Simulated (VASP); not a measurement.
A run of VASP 6.6.1 is set up as follows.

File INCAR:

```
PREC = Accurate
ENCUT = 520
EDIFF = 1E-6
ISMEAR = -1
SIGMA = 0.05
LREAL = False
LASPH = True
NELM = 150
ALGO = Normal
ISIF = 2
LWAVE = False
LCHARG = False
ISPIN = 2
MAGMOM = 2
LORBIT = 11
LMAXMIX = 4
GGA = RE
IVDW = 12
NBANDS = 16
```

KPOINTS

```
regular mesh
0
Gamma
  12 12 12
```

Contents of POSCAR:

```
V
1.0
   -1.5342779432      1.5342779432      1.5342779432
    1.5342779432     -1.5342779432      1.5342779432
    1.5342779432      1.5342779432     -1.5342779432
V
1
Direct
    0.0000000000      0.0000000000      0.0000000000
```

Potentials or basis: VASP PAW PBE potentials, release 64 (V_sv).

Run with:

```console
$ cat potpaw_PBE.64/V_sv/POTCAR > POTCAR
$ mpirun -np 1 vasp_std > vasp.out
```

Question: Predict the dispersion energy per atom.

Answer: -1.184 eV.

Question: Predict the net moment.

Answer: 0.00 μB per cell.

Question: Predict the pressure.

Answer: -22.0 GPa.

Caveat: the PAW data sets were made with another functional, which shifts forces and pressure a little; pairwise dispersion overbinds metals, which lowers pressure and volume.
